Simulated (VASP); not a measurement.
# HgTe (Coloradoite) (F-43m) in VASP: settings compared

HgTe (Coloradoite) is run at these levels: PBEsol+D3(BJ), SVWN5, revPBE+D3(BJ); tasks: single point.

All numbers are computed with VASP 6.6.1; they aren't measurements. Logs are shortened: lines on timing, memory, paths and dates and some standing lists are left out, and cuts for length are marked.

### Step 1. The cell of the first run

Symmetry: F-43m, No. 216, cubic system. The conventional cell has a = 6.386 Å, b = 6.386 Å, c = 6.386 Å, α = 90.00°, β = 90.00°, γ = 90.00°. Within 3.6 Å of Hg (site symmetry -43m) lie 4 Te at 2.77 Å. Within 3.6 Å of Te (site symmetry -43m) lie 4 Hg at 2.77 Å.

### Step 2. Single point, PBEsol+D3(BJ)

The input, INCAR:

```
SYSTEM = HgTe
PREC = Accurate ; ENCUT = 520
EDIFF = 1E-6 ; ISMEAR = -1
SIGMA = 0.05 ; LREAL = .False.
LASPH = .True. ; NELM = 80
ALGO = Normal ; ISIF = 2
LWAVE = .False. ; LCHARG = .False.
GGA = PS ; IVDW = 12
NBANDS = 16
```

The input, KPOINTS:

```
Automatic mesh
0
Gamma
  7 7 7
  0 0 0
```

The input, POSCAR:

```
HgTe
1.0
    0.0000000000      3.1929255244      3.1929255244
    3.1929255244      0.0000000000      3.1929255244
    3.1929255244      3.1929255244      0.0000000000
Hg Te
1 1
Direct
    0.0000000000      0.0000000000      0.0000000000
    0.7500000000      0.7500000000      0.7500000000
```

Potentials or basis: VASP PAW PBE potentials, release 64 (Hg, Te).

Launch:

```bash
$ cat potpaw_PBE.64/Hg/POTCAR potpaw_PBE.64/Te/POTCAR > POTCAR
$ mpirun -np 1 vasp_std > vasp.out
```

OUTCAR:

```text
SYSTEM = HgTe
   PREC = Accurate
   ENCUT = 520
   EDIFF = 1E-6
   ISMEAR = -1
   LREAL = .False.
   LASPH = .True.
   NELM = 80
   ISIF = 2
   GGA = PS
   IVDW = 12
 IVDW          = 12

 ion  position               nearest neighbor table
   1  0.000  0.000  0.000-   2 2.77   2 2.77   2 2.77   2 2.77
   2  0.750  0.750  0.750-   1 2.77   1 2.77   1 2.77   1 2.77

  LATTYP: Found a face centered cubic cell.
 ALAT       =     6.3858510488

  Lattice vectors:

 A1 = (   0.0000000000,   3.1929255244,   3.1929255244)
 A2 = (   3.1929255244,   0.0000000000,   3.1929255244)
 A3 = (   3.1929255244,   3.1929255244,   0.0000000000)

Analysis of symmetry for initial positions (statically):
=====================================================================
 Subroutine PRICEL returns:
 Original cell was already a primitive cell.

 Routine SETGRP: Setting up the symmetry group for a
 face centered cubic supercell.

 Subroutine GETGRP returns: Found 24 space group operations
 (whereof 24 operations were pure point group operations)
 out of a pool of 48 trial point group operations.

The static configuration has the point symmetry T_d .

Analysis of symmetry for dynamics (positions and initial velocities):
=====================================================================
 Subroutine PRICEL returns:
 Original cell was already a primitive cell.

 Routine SETGRP: Setting up the symmetry group for a
 face centered cubic supercell.

 Subroutine GETGRP returns: Found 24 space group operations
 (whereof 24 operations were pure point group operations)
 out of a pool of 48 trial point group operations.

The dynamic configuration has the point symmetry T_d .

 Subroutine INISYM returns: Found 24 space group operations
 (whereof 24 operations are pure point group operations),
 and found     1 'primitive' translations

----------------------------------------------------------------------------------------

                                     Primitive cell

  volume of cell :      65.1023

  direct lattice vectors                    reciprocal lattice vectors
     0.000000000  3.192925524  3.192925524    -0.156596199  0.156596199  0.156596199
     3.192925524  0.000000000  3.192925524     0.156596199 -0.156596199  0.156596199
     3.192925524  3.192925524  0.000000000     0.156596199  0.156596199 -0.156596199

  length of vectors
     4.515478580  4.515478580  4.515478580     0.271232573  0.271232573  0.271232573

  position of ions in fractional coordinates (direct lattice)
     0.000000000  0.000000000  0.000000000
     0.750000000  0.750000000  0.750000000

  ion indices of the primitive-cell ions
   primitive index   ion index
                 1           1
                 2           2

----------------------------------------------------------------------------------------

 KPOINTS: Automatic mesh

Automatic generation of k-mesh.
 Grid dimensions read from file:
 generate k-points for:    7    7    7

 Generating k-lattice:

  Cartesian coordinates                     Fractional coordinates (reciprocal lattice)
    -0.022370886  0.022370886  0.022370886     0.142857143  0.000000000  0.000000000
     0.022370886 -0.022370886  0.022370886     0.000000000  0.142857143  0.000000000
     0.022370886  0.022370886 -0.022370886     0.000000000  0.000000000  0.142857143

  Length of vectors
     0.038747510  0.038747510  0.038747510

  Shift w.r.t. Gamma in fractional coordinates (k-lattice)
     0.000000000  0.000000000  0.000000000

 Subroutine IBZKPT returns following result:
 ===========================================

 Found     20 irreducible k-points:

 Following reciprocal coordinates:
            Coordinates               Weight
  0.000000  0.000000  0.000000      1.000000
  0.142857  0.000000  0.000000      8.000000
  0.285714  0.000000  0.000000      8.000000
  0.428571  0.000000  0.000000      8.000000
  0.142857  0.142857  0.000000      6.000000
  0.285714  0.142857  0.000000     24.000000
[... 12 lines left out ...]
 -0.428571  0.428571  0.142857     24.000000
 -0.285714  0.428571  0.142857     24.000000
   k-points           NKPTS =     20   k-points in BZ     NKDIM =     20   number of bands    NBANDS=     16
   number of dos      NEDOS =    301   number of ions     NIONS =      2
   total plane-waves  NPLWV =  46656
   dimension x,y,z NGX =    36 NGY =   36 NGZ =   36
   dimension x,y,z NGXF=    72 NGYF=   72 NGZF=   72
   ions per type =               1   1
   NGX,Y,Z   is equivalent  to a cutoff of  13.25, 13.25, 13.25 a.u.
   NGXF,Y,Z  is equivalent  to a cutoff of  26.51, 26.51, 26.51 a.u.
 SYSTEM =  HgTe
   PREC   = accura    normal or accurate (medium, high low for compatibility)
   ISTART =      0    job   : 0-new  1-cont  2-samecut
   ICHARG =      2    charge: 1-file 2-atom 10-const
   ISPIN  =      1    spin polarized calculation?
   LNONCOLLINEAR =      F non collinear calculations
   LSORBIT =      F    spin-orbit coupling
   LASPH  =      T    aspherical Exc in radial PAW
   ENCUT  =  520.0 eV  38.22 Ry    6.18 a.u.   8.40  8.40  8.40*2*pi/ulx,y,z
   NELM   =     80;   NELMIN=  2; NELMDL= -5     # of ELM steps
   EDIFF  = 0.1E-05   stopping-criterion for ELM
   LREAL  =      F    real-space projection
   EDIFFG = 0.1E-04   stopping-criterion for IOM
   NSW    =      0    number of steps for IOM
   IBRION =     -1    ionic relax: 0-MD 1-quasi-New 2-CG
   NFREE  =      0    steps in history (QN), initial steepest desc. (CG)
   ISIF   =      2    stress and relaxation
   ISYM   =      2    0-nonsym 1-usesym 2-fastsym
   POTIM  = 0.5000    time-step for ionic-motion
   TEBEG  =    0.0;   TEEND  =   0.0 temperature during run
   PSTRESS=    0.0 pullay stress
   NELECT =      18.0000    total number of electrons
   NUPDOWN=      -1.0000    fix difference up-down
   EMIN   =  10.00;   EMAX   =-10.00  energy-range for DOS
   EFERMI =   0.00;   METHOD = LEGACY
   ISMEAR =    -1;   SIGMA  =   0.05  broadening in eV -4-tet -1-fermi 0-gaus
   EFERMI_NEDOS =   21; number of points for ismear=-14 and -15
   IALGO  =     38    algorithm
   IMIX   =      4    mixing-type and parameters
     AMIX     =   0.40;   BMIX     =  1.00
     AMIX_MAG =   1.60;   BMIX_MAG =  1.00
  volume/ion in A,a.u.               =      32.55       219.67
  Fermi-wavevector in a.u.,A,eV,Ry     =   1.066515  2.015421 15.475998  1.137454
  Thomas-Fermi vector in A             =   2.202102
   LORBIT       =      0    0 simple, 1 ext, 2 COOP (PROOUT), +10 PAW based schemes
   GGA     = PS    functional components
   LHFCALC =     F    Hartree Fock is set to
   AEXX    =    0.0000 exact exchange contribution
   IVDW    =    12    specifies the selected vdW correction
   LEPSILON=     F    determine dielectric tensor
   LRPA    =     F    only Hartree local field effects (RPA)
 non-spin polarized calculation
  energy-cutoff  :      520.00
  volume of cell :       65.10
 maximum number of plane-waves:      1807
 NGX is ok and might be reduce to    36
   NGX = 17   NGY = 17   NGZ = 17

 number of electron      17.9999998 magnetization

 Free energy of the ion-electron system (eV)
  ---------------------------------------------------
  ext. energy  EPLUGINS =         0.00000000
  ---------------------------------------------------
  free energy    TOTEN  =        -4.33548977 eV

  energy without entropy =       -4.33482757  energy(sigma->0) =       -4.33515867

 E-fermi :   3.3909     XC(G=0):  -9.1042

 val. band max:        3.3517783817   @ k =   0.0000   0.0000   0.0000
 cond. band min:       4.0070463728   @ k =   0.4286   0.0000   0.0000
 fundamental gap:      0.6552679911
 Fermi energy:         3.3909381550

 k-point     1 :       0.0000    0.0000    0.0000
  band No.  band energies     occupation
      1      -8.9457      2.00000
      2      -4.2206      2.00000
      3      -4.2206      2.00000
      4      -4.2206      2.00000
      5      -3.6394      2.00000
      6      -3.6394      2.00000
[... 8 lines left out ...]
     15      12.9414      0.00000
     16      12.9414      0.00000

 k-point     2 :       0.1429    0.0000    0.0000
  band No.  band energies     occupation
      1      -8.8376      2.00000
      2      -4.1906      2.00000
      3      -4.1906      2.00000
      4      -4.1847      2.00000
      5      -3.6425      2.00000
      6      -3.6425      2.00000
[... 8 lines left out ...]
     15      11.9379      0.00000
     16      11.9379      0.00000

 k-point     3 :       0.2857    0.0000    0.0000
  band No.  band energies     occupation
      1      -8.5790      2.00000
      2      -4.1300      2.00000
      3      -4.1300      2.00000
      4      -3.9975      2.00000
      5      -3.6385      2.00000
      6      -3.6385      2.00000
[... 8 lines left out ...]
     15      11.9081      0.00000
     16      11.9081      0.00000

 k-point     4 :       0.4286    0.0000    0.0000
  band No.  band energies     occupation
      1      -8.3546      2.00000
      2      -4.0914      2.00000
      3      -4.0914      2.00000
      4      -3.6205      2.00000
      5      -3.6205      2.00000
      6      -3.5141      2.00000
[... 8 lines left out ...]
     15      12.9927      0.00000
     16      12.9927      0.00000
[... 248 lines left out ...]
 k-point    18 :      -0.4286    0.2857    0.1429
  band No.  band energies     occupation
      1      -8.2147      2.00000
      2      -4.0346      2.00000
      3      -3.9983      2.00000
      4      -3.7270      2.00000
      5      -3.6279      2.00000
      6      -3.3322      2.00000
[... 8 lines left out ...]
     15      13.2152      0.00000
     16      13.8678      0.00000

 k-point    19 :      -0.4286    0.4286    0.1429
  band No.  band energies     occupation
      1      -8.1384      2.00000
      2      -4.0154      2.00000
      3      -3.9235      2.00000
      4      -3.8082      2.00000
      5      -3.6047      2.00000
      6      -3.2143      2.00000
[... 8 lines left out ...]
     15      14.0759      0.00000
     16      14.5554      0.00000

 k-point    20 :      -0.2857    0.4286    0.1429
  band No.  band energies     occupation
      1      -8.1191      2.00000
      2      -4.0011      2.00000
      3      -3.9343      2.00000
      4      -3.7174      2.00000
      5      -3.6574      2.00000
      6      -3.0417      2.00000
[... 8 lines left out ...]
     15      13.4386      0.00000
     16      15.2475      0.00000

------------------------ aborting loop because EDIFF is reached ----------------------------------------

 Edisp (eV)   -0.73578

 E8    (eV) :    -0.5019

  FORCE on cell =-STRESS in cart. coord.  units (eV):
  Direction    XX          YY          ZZ          XY          YZ          ZX
  --------------------------------------------------------------------------------------
  -------------------------------------------------------------------------------------
  Total       0.48136     0.48136     0.48136    -0.00000    -0.00000     0.00000
  in kB      11.84640    11.84640    11.84640    -0.00000    -0.00000     0.00000
  external pressure =       11.85 kB  Pullay stress =        0.00 kB

 VOLUME and BASIS-vectors are now :
 -----------------------------------------------------------------------------
  energy-cutoff  :      520.00
  volume of cell :       65.10
      direct lattice vectors                 reciprocal lattice vectors
     0.000000000  3.192925524  3.192925524    -0.156596199  0.156596199  0.156596199
     3.192925524  0.000000000  3.192925524     0.156596199 -0.156596199  0.156596199
     3.192925524  3.192925524  0.000000000     0.156596199  0.156596199 -0.156596199

 POSITION                                       TOTAL-FORCE (eV/Angst)
 -----------------------------------------------------------------------------------
      0.00000      0.00000      0.00000        -0.000000     -0.000000      0.000000
      4.78939      4.78939      4.78939         0.000000      0.000000     -0.000000
 -----------------------------------------------------------------------------------
    total drift:                               -0.000000     -0.000000     -0.000000

  FREE ENERGIE OF THE ION-ELECTRON SYSTEM (eV)
  ---------------------------------------------------
  free  energy   TOTEN  =        -5.0712713730 eV

  energy  without entropy=       -5.0706091753  energy(sigma->0) =       -5.07094027
```

Run time: 31 s. Hardware: 1 thread of Intel Xeon 8259CL, shared host; peak memory 0.22 GiB.

What came out:

| Quantity | Value |
| --- | --- |
| Free energy | -5.0713 eV |
| Pressure | 1.2 GPa |
| Band gap on the k mesh | zero (filled and empty bands touch) |
| Dispersion energy per atom | -0.368 eV |

Caveat: the PAW data sets were made with another functional, which shifts forces and pressure a little; spin-orbit coupling is left out, which moves the levels of the heavy elements; pairwise dispersion overbinds metals, which lowers pressure and volume.

(Continued in part 2 of 2.)
